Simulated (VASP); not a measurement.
Set up this calculation in VASP 6.6.1, as the native input.

```yaml
Task: single point
Functional: LDA
Potentials_or_basis: VASP PAW LDA potentials, release 64 (Mg, O)
Cutoff: 600 eV
k_mesh: 8 × 8 × 8
Occupations: gaussian, width 0.05 eV
Spin: no spin polarisation
Dipole_correction: no
Further_INCAR_settings: ALGO = Normal; EDIFF = 1e-06; NBANDS = 11
```

The structure of MgO lies in POSCAR:

```
MgO
1.0
    0.0000000000      2.1241500000      2.1241500000
    2.1241500000      0.0000000000      2.1241500000
    2.1241500000      2.1241500000      0.0000000000
Mg O
1 1
Direct
    0.0000000000      0.0000000000      0.0000000000
    0.5000000000      0.5000000000      0.5000000000
```

The input as run:

INCAR

```
PREC = Accurate
ENCUT = 600
EDIFF = 1E-6
ISMEAR = 0
SIGMA = 0.05
LREAL = F
LASPH = T
NELM = 120
ALGO = Normal
ISIF = 2
LWAVE = F
LCHARG = T
LELF = T
LVHAR = T
NBANDS = 11
GGA_COMPAT = F
```

KPOINTS

```
Automatic mesh
0
Gamma
  8 8 8
```

Potentials or basis: VASP PAW LDA potentials, release 64 (Mg, O).

Command:

```sh
$ cat potpaw_LDA.64/Mg/POTCAR potpaw_LDA.64/O/POTCAR > POTCAR
$ mpirun -np 1 vasp_std > vasp.out
```

Results of the run:

* Pressure: -11.5 GPa
* Band gap on the k mesh: 4.41 eV, direct

Run time: 6.9 s on 1 thread of AMD EPYC 9R45 (Zen 5), on a shared host, peak memory 0.1 GiB.
